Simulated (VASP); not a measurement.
# Sn (Im-3m) in VASP: settings compared

Aim: see how the results for Sn move with the level of theory and the settings. Levels: PBE, PBEsol. Tasks: elastic constants, single point.

Program: VASP 6.6.1. These are calculated values, not measurements. Logs are shortened: lines on timing, memory, paths and dates and some standing lists are left out, and cuts for length are marked.

### 1 The cell of the first run

Symmetry: Im-3m, No. 229, cubic system. Conventional cell: a = 3.789 Å, b = 3.789 Å, c = 3.789 Å, α = 90.00°, β = 90.00°, γ = 90.00°. Within 4.3 Å of Sn (site symmetry m-3m) lie 14 Sn at 3.28 to 3.79 Å.

This isn't the form of Sn at room conditions, which is tetragonal (white tin).

### 2 Elastic constants, PBE

INCAR

```
SYSTEM = Sn
PREC = Accurate
ENCUT = 600
EDIFF = 1E-8
ISMEAR = -1
SIGMA = 0.05
LREAL = .FALSE.
LASPH = .TRUE.
NELM = 60
ALGO = Normal
ISIF = 3
LWAVE = .FALSE.
LCHARG = .FALSE.
GGA = PE
IBRION = 6
NFREE = 2
POTIM = 0.015
NSW = 1
```

KPOINTS

```
regular mesh
0
G
  7 7 7
  0 0 0
```

POSCAR

```
Sn
1.0
   -1.8946518192      1.8946518192      1.8946518192
    1.8946518192     -1.8946518192      1.8946518192
    1.8946518192      1.8946518192     -1.8946518192
Sn
1
Direct
    0.0000000000      0.0000000000      0.0000000000
```

Potentials or basis: VASP PAW PBE potentials, release 64 (Sn_d).

Run with:

```console
$ cat potpaw_PBE.64/Sn_d/POTCAR > POTCAR
$ mpirun -np 1 vasp_std > vasp.out
```

OUTCAR:

```text
SYSTEM = Sn
   PREC = Accurate
   ENCUT = 600
   EDIFF = 1E-8
   ISMEAR = -1
   LREAL = .FALSE.
   LASPH = .TRUE.
   NELM = 60
   ISIF = 3
   GGA = PE
   IBRION = 6
   NFREE = 2
   POTIM = 0.015
   NSW = 1

 ion  position               nearest neighbor table
   1  0.000  0.000  0.000-

  LATTYP: Found a body centered cubic cell.
 ALAT       =     3.7893036384

  Lattice vectors:

 A1 = (  -1.8946518192,   1.8946518192,   1.8946518192)
 A2 = (   1.8946518192,  -1.8946518192,   1.8946518192)
 A3 = (   1.8946518192,   1.8946518192,  -1.8946518192)

Analysis of symmetry for initial positions (statically):
=====================================================================
 Subroutine PRICEL returns:
 Original cell was already a primitive cell.

 Routine SETGRP: Setting up the symmetry group for a
 body centered cubic supercell.

 Subroutine GETGRP returns: Found 48 space group operations
 (whereof 48 operations were pure point group operations)
 out of a pool of 48 trial point group operations.

The static configuration has the point symmetry O_h .

Analysis of symmetry for dynamics (positions and initial velocities):
=====================================================================
 Subroutine PRICEL returns:
 Original cell was already a primitive cell.

 Routine SETGRP: Setting up the symmetry group for a
 body centered cubic supercell.

 Subroutine GETGRP returns: Found 48 space group operations
 (whereof 48 operations were pure point group operations)
 out of a pool of 48 trial point group operations.

The dynamic configuration has the point symmetry O_h .

 Subroutine INISYM returns: Found 48 space group operations
 (whereof 48 operations are pure point group operations),
 and found     1 'primitive' translations

----------------------------------------------------------------------------------------

                                     Primitive cell

  volume of cell :      27.2050

  direct lattice vectors                    reciprocal lattice vectors
    -1.894651819  1.894651819  1.894651819     0.000000000  0.263900731  0.263900731
     1.894651819 -1.894651819  1.894651819     0.263900731  0.000000000  0.263900731
     1.894651819  1.894651819 -1.894651819     0.263900731  0.263900731  0.000000000

  length of vectors
     3.281633214  3.281633214  3.281633214     0.373211993  0.373211993  0.373211993

  position of ions in fractional coordinates (direct lattice)
     0.000000000  0.000000000  0.000000000

  ion indices of the primitive-cell ions
   primitive index   ion index
                 1           1

----------------------------------------------------------------------------------------

 KPOINTS: regular mesh

Automatic generation of k-mesh.
 Grid dimensions read from file:
 generate k-points for:    7    7    7

 Generating k-lattice:

  Cartesian coordinates                     Fractional coordinates (reciprocal lattice)
     0.000000000  0.037700104  0.037700104     0.142857143  0.000000000  0.000000000
     0.037700104  0.000000000  0.037700104     0.000000000  0.142857143  0.000000000
     0.037700104  0.037700104  0.000000000     0.000000000  0.000000000  0.142857143

  Length of vectors
     0.053315999  0.053315999  0.053315999

  Shift w.r.t. Gamma in fractional coordinates (k-lattice)
     0.000000000  0.000000000  0.000000000

[... 62 lines left out ...]
   IALGO  =     38    algorithm
   IMIX   =      4    mixing-type and parameters
     AMIX     =   0.40;   BMIX     =  1.00
     AMIX_MAG =   1.60;   BMIX_MAG =  1.00
  volume/ion in A,a.u.               =      27.20       183.59
  Fermi-wavevector in a.u.,A,eV,Ry     =   1.311902  2.479136 23.416813  1.721087
  Thomas-Fermi vector in A             =   2.442332
   LORBIT       =      0    0 simple, 1 ext, 2 COOP (PROOUT), +10 PAW based schemes
   GGA     = PE    functional components
   LHFCALC =     F    Hartree Fock is set to
   AEXX    =    0.0000 exact exchange contribution
   IVDW    =     0    specifies the selected vdW correction
   LEPSILON=     F    determine dielectric tensor
   LRPA    =     F    only Hartree local field effects (RPA)
 finite differences with symmetry
 non-spin polarized calculation
  energy-cutoff  :      600.00
  volume of cell :       27.20
 maximum number of plane-waves:       935
 NGX is ok and might be reduce to    28
   NGX = 13   NGY = 13   NGZ = 13

--------------------------------------- Ionic step        1  -------------------------------------------

 number of electron      13.9999996 magnetization

 Free energy of the ion-electron system (eV)
  ---------------------------------------------------
  ext. energy  EPLUGINS =         0.00000000
  ---------------------------------------------------
  free energy    TOTEN  =        -3.80319140 eV

  energy without entropy =       -3.79580336  energy(sigma->0) =       -3.79949738

------------------------ aborting loop because EDIFF is reached ----------------------------------------

  FORCE on cell =-STRESS in cart. coord.  units (eV):
  Direction    XX          YY          ZZ          XY          YZ          ZX
  --------------------------------------------------------------------------------------
  -------------------------------------------------------------------------------------
  Total        0.1786782      0.1786782      0.1786782      0.0000000      0.0000000      0.0000000
  in kB       10.5228658     10.5228658     10.5228658      0.0000000      0.0000000      0.0000000
  external PRESSURE =      10.5228658 kB  Pullay stress =       0.0000000 kB
[... 86 lines left out ...]
  FREE ENERGIE OF THE ION-ELECTRON SYSTEM (eV)
  ---------------------------------------------------
  free  energy   TOTEN  =        -3.7986578237 eV

  energy  without entropy=       -3.7914690281  energy(sigma->0) =       -3.79506343

[... ionic steps 4 to 12 ...]

--------------------------------------- Ionic step       13  -------------------------------------------

 number of electron      13.9999996 magnetization

------------------------ aborting loop because EDIFF is reached ----------------------------------------
[... 65 lines left out ...]
--------------------------------------- Ionic step       15  -------------------------------------------

 number of electron      13.9999998 magnetization

 Free energy of the ion-electron system (eV)
  ---------------------------------------------------
  ext. energy  EPLUGINS =         0.00000000
  ---------------------------------------------------
  free energy    TOTEN  =        -3.80319430 eV

  energy without entropy =       -3.79580625  energy(sigma->0) =       -3.79950027

 E-fermi :   8.3709     XC(G=0): -10.3608

 val. band max:        8.0731463542   @ k =   0.1429   0.1429   0.1429
 cond. band min:       8.4464673658   @ k =   0.2857   0.1429   0.1429
 fundamental gap:      0.3733210116
 Fermi energy:         8.3708543376

 k-point     1 :       0.0000    0.0000    0.0000
  band No.  band energies     occupation
      1     -13.4725      2.00000
      2     -13.4725      2.00000
      3     -13.4725      2.00000
      4     -13.3347      2.00000
      5     -13.3347      2.00000
      6      -2.9970      2.00000
      7      16.0441      0.00000
      8      16.0441      0.00000
      9      16.0441      0.00000
     10      20.1953      0.00000
     11      20.1953      0.00000
[... 292 lines left out ...]
  FREE ENERGIE OF THE ION-ELECTRON SYSTEM (eV)
  ---------------------------------------------------
  free  energy   TOTEN  =        -3.8031942952 eV

  energy  without entropy=       -3.7958062491  energy(sigma->0) =       -3.79950027

 INTERNAL STRAIN TENSORS FROM STRAINED CELLS
 ============================================

 INTERNAL STRAIN TENSOR FOR ION    1 for displacements in x,y,z  (eV/Angst):
          X           Y           Z          XY          YZ          ZX
  --------------------------------------------------------------------------------
  x     0.00000     0.00000     0.00000     0.00000    -0.00000     0.00000
  y     0.00000     0.00000     0.00000    -0.00000     0.00000     0.00000
  z     0.00000     0.00000     0.00000     0.00000    -0.00000    -0.00000

 INTERNAL STRAIN TENSORS FROM DISPLACED ATOMS
 ============================================

 INTERNAL STRAIN TENSOR FOR ION    1 for displacements in x,y,z  (eV/Angst):
          X           Y           Z          XY          YZ          ZX
  --------------------------------------------------------------------------------
  x     0.00000     0.00000     0.00000     0.00000     0.00000     0.00000
  y     0.00000     0.00000     0.00000     0.00000     0.00000     0.00000
  z     0.00000     0.00000     0.00000     0.00000     0.00000     0.00000

 Eigenvectors and eigenvalues of the dynamical matrix
 ----------------------------------------------------

   1 f  =    0.000000 THz     0.000000 2PiTHz    0.000000 cm-1     0.000000 meV
             X         Y         Z           dx          dy          dz
      0.000000  0.000000  0.000000     0.907959   -0.419058    0.000000

   2 f  =    0.000000 THz     0.000000 2PiTHz    0.000000 cm-1     0.000000 meV
             X         Y         Z           dx          dy          dz
      0.000000  0.000000  0.000000    -0.419058   -0.907959    0.000000

   3 f  =    0.000000 THz     0.000000 2PiTHz    0.000000 cm-1     0.000000 meV
             X         Y         Z           dx          dy          dz
      0.000000  0.000000  0.000000     0.000000    0.000000    1.000000

--------------------------------------------------------------------------------------------------------

 ELASTIC MODULI CONTR FROM IONIC RELAXATION (kBar)
 Direction    XX          YY          ZZ          XY          YZ          ZX
 --------------------------------------------------------------------------------
 XX           0.0000      0.0000      0.0000      0.0000      0.0000      0.0000
 YY           0.0000      0.0000      0.0000      0.0000      0.0000      0.0000
 ZZ           0.0000      0.0000      0.0000      0.0000      0.0000      0.0000
 XY           0.0000      0.0000      0.0000      0.0000      0.0000      0.0000
 YZ           0.0000      0.0000      0.0000      0.0000      0.0000      0.0000
 ZX           0.0000      0.0000      0.0000      0.0000      0.0000      0.0000
 --------------------------------------------------------------------------------

 TOTAL ELASTIC MODULI (kBar)
 Direction    XX          YY          ZZ          XY          YZ          ZX
 --------------------------------------------------------------------------------
 XX         928.9047    340.8239    340.8239      0.0000     -0.0000     -0.0000
 YY         340.8239    928.9047    340.8239      0.0000      0.0000      0.0000
 ZZ         340.8239    340.8239    928.9047     -0.0000      0.0000      0.0000
 XY           0.0000      0.0000     -0.0000     -6.7857      0.0000      0.0000
 YZ          -0.0000      0.0000      0.0000      0.0000     -6.7857     -0.0000
 ZX          -0.0000      0.0000      0.0000      0.0000     -0.0000     -6.7857
 --------------------------------------------------------------------------------
```

Wall time 3.3 min (1 thread of Intel Xeon Platinum 8259CL at 2.50GHz (Skylake/Cascade Lake), shared host); peak memory 0.21 GiB.

What came out:

| Item | Value |
| --- | --- |
| Elastic constants C11, C12, C44 | 93, 34, -1 GPa |
| Voigt bulk modulus | 54 GPa |

Elastic tensor in Voigt notation (GPa, in the Cartesian axes of the cell as first typed):
```
93 34 34  0  0  0
34 93 34  0  0  0
34 34 93  0  0  0
 0  0  0 -1  0  0
 0  0  0  0 -1  0
 0  0  0  0  0 -1
```

Clamped-ion elastic tensor (GPa):
```
93 34 34  0  0  0
34 93 34  0  0  0
34 34 93  0  0  0
 0  0  0 -1  0  0
 0  0  0  0 -1  0
 0  0  0  0  0 -1
```

Caveat: the cell is under stress, which shifts elastic constants; the elastic tensor has a negative eigenvalue, so either the cell is unstable as it stands or the mesh is too thin; spin-orbit coupling is left out, which moves the levels of the heavy elements.

### 3 Single point, PBEsol

POSCAR is that of step 2.

INCAR.step1

```
GGA      = PS             # functional
ISMEAR   = 1              # smearing method
SIGMA    = 0.1            # smearing width, eV
LWAVE    = F              # write WAVECAR
LCHARG   = T              # write CHGCAR
NBANDS   = 21             # bands
PREC     = Accurate       # precision mode
LASPH    = T              # aspherical terms in the spheres
LREAL    = F              # projectors in reciprocal space
ALGO     = Normal         # electronic algorithm
EDIFF    = 1E-6           # SCF threshold, eV
NELM     = 120            # most SCF steps
GGA_COMPAT= F            
ENCUT    = 280            # plane-wave cutoff, eV
```

KPOINTS.step1

```
k-points
0
Gamma
  11 11 11
```

INCAR.step2

```
GGA      = PS             # functional
ISMEAR   = -5             # smearing method
LWAVE    = F              # write WAVECAR
LCHARG   = F              # write CHGCAR
NBANDS   = 21             # bands
PREC     = Accurate       # precision mode
LASPH    = T              # aspherical terms in the spheres
LREAL    = F              # projectors in reciprocal space
ALGO     = Normal         # electronic algorithm
EDIFF    = 1E-6           # SCF threshold, eV
NELM     = 120            # most SCF steps
GGA_COMPAT= F            
ENCUT    = 280            # plane-wave cutoff, eV
NEDOS    = 2001           # points of the DOS
LORBIT   = 11             # projections on sites
EMIN     = -9.0491      
EMAX     = 15.9509      
ICHARG   = 11             # starting density
```

KPOINTS.step2

```
Automatic mesh
0
Gamma
  14 14 14
  0 0 0
```

Potentials or basis: VASP PAW PBE potentials, release 64 (Sn_d).

Run with:

```console
$ cat potpaw_PBE.64/Sn_d/POTCAR > POTCAR
$ cp INCAR.step1 INCAR
$ cp KPOINTS.step1 KPOINTS
$ mpirun -np 1 vasp_std > vasp.out
$ cp INCAR.step2 INCAR
$ cp KPOINTS.step2 KPOINTS
$ mpirun -np 1 vasp_std > vasp.out
```

Run time: 12 s. Hardware: 1 thread of AMD EPYC 9R45 (Zen 5), shared host; peak memory 0.11 GiB.

It converged, with:

| Item | Value |
| --- | --- |
| Valence electrons inside the program's atomic spheres | Sn 12.14 |
| Density of states at the Fermi level | 0.60 states/eV/atom |

Levels at points of the mesh, in eV from the Fermi level:
| k point | band 5 | band 6 | band 7 | band 8 | band 9 | band 10 |
| --- | --- | --- | --- | --- | --- | --- |
| (0.00, 0.00, 0.00) | -21.27 | -11.10 | 7.93 | 7.93 | 7.93 | 12.11 |
| (0.50, 0.00, 0.00) | -21.18 | -6.43 | -4.43 | 3.59 | 5.42 | 7.94 |
| (0.50, 0.50, 0.50) | -21.20 | -2.51 | -0.49 | -0.49 | -0.49 | 3.83 |

Caveat: the cutoff is under 1.25 times the usual one of these potentials, so pressure, stress and relaxed cells hold a basis-set (Pulay) error; the PAW data sets were made with another functional, which shifts forces and pressure a little; spin-orbit coupling is left out, which moves the levels of the heavy elements; tetrahedron occupations give inexact forces and stress in metals.

### 4 Single point, PBEsol

POSCAR is that of step 3.

Changes to INCAR.step1 since step 3:

```diff
@@ -13,2 +13,2 @@
 GGA_COMPAT= F            
-ENCUT    = 280            # plane-wave cutoff, eV
+ENCUT    = 480            # plane-wave cutoff, eV
```

KPOINTS.step1 is that of step 3.

Changes to INCAR.step2 since step 3:

```diff
@@ -12,7 +12,7 @@
 GGA_COMPAT= F            
-ENCUT    = 280            # plane-wave cutoff, eV
-NEDOS    = 2001           # points of the DOS
+ENCUT    = 480            # plane-wave cutoff, eV
+NEDOS    = 4001           # points of the DOS
 LORBIT   = 11             # projections on sites
-EMIN     = -9.0491      
-EMAX     = 15.9509      
+EMIN     = -9.0477      
+EMAX     = 15.9523      
 ICHARG   = 11             # starting density
```

KPOINTS.step2

```
Automatic mesh
0
Gamma
  30 30 30
  0 0 0
```

Run with:

```console
$ cat potpaw_PBE.64/Sn_d/POTCAR > POTCAR
$ cp INCAR.step1 INCAR
$ cp KPOINTS.step1 KPOINTS
$ mpirun -np 1 vasp_std > vasp.out
$ cp INCAR.step2 INCAR
$ cp KPOINTS.step2 KPOINTS
$ mpirun -np 1 vasp_std > vasp.out
```

It took 1.8 min on 1 thread of AMD EPYC 9R45 (Zen 5), shared host; peak memory 0.47 GiB.

The run converged. Its results:

```
Valence electrons inside the program's atomic spheres : Sn 12.15
Density of states at the Fermi level                  : 0.59 states/eV/atom
```

Levels at points of the mesh, in eV from the Fermi level:
```
           k point  band 4  band 5  band 6  band 7  band 8  band 9  band 10  band 11
(0.00, 0.00, 0.00)  -21.29  -21.29  -11.08    7.95    7.95    7.95    12.13    12.13
(0.50, 0.00, 0.00)  -21.30  -21.20   -6.42   -4.41    3.60    5.43     7.96     8.27
```

Caveat: the PAW data sets were made with another functional, which shifts forces and pressure a little; spin-orbit coupling is left out, which moves the levels of the heavy elements; tetrahedron occupations give inexact forces and stress in metals.

### 5 Overview

| task | level | k mesh | cutoff (eV) | smearing | dipole correction | ions in elastic constants | tolerance level | purpose | K density | gap on the mesh (eV) |
| --- | --- | --- | --- | --- | --- | --- | --- | --- | --- | --- |
| elastic constants | PBE | 7 × 7 × 7 | 600 | fermi-dirac 0.05 eV | no | relaxed | - | - | - | - |
| single point | PBEsol | 14 × 14 × 14 | 280 | tetrahedron 0.1 eV | - | - | standard | density of states | 11 × 11 × 11 | none |
| single point | PBEsol | 30 × 30 × 30 | 480 | tetrahedron 0.1 eV | - | - | standard | density of states | 11 × 11 × 11 | none |

Alike in all rows: potentials or basis VASP PAW PBE potentials, release 64 (Sn_d); no spin polarisation; cell as given.

Caveats: spin-orbit coupling is left out, which moves the levels of the heavy elements; the PAW data sets were made with another functional, which shifts forces and pressure a little (at least some runs); tetrahedron occupations give inexact forces and stress in metals (at least some runs); the cell is under stress, which shifts elastic constants (at least some runs); the elastic tensor has a negative eigenvalue, so either the cell is unstable as it stands or the mesh is too thin (at least some runs); the cutoff is under 1.25 times the usual one of these potentials, so pressure, stress and relaxed cells hold a basis-set (Pulay) error (at least some runs).

Absolute energies hang on the potentials; compare differences alone.
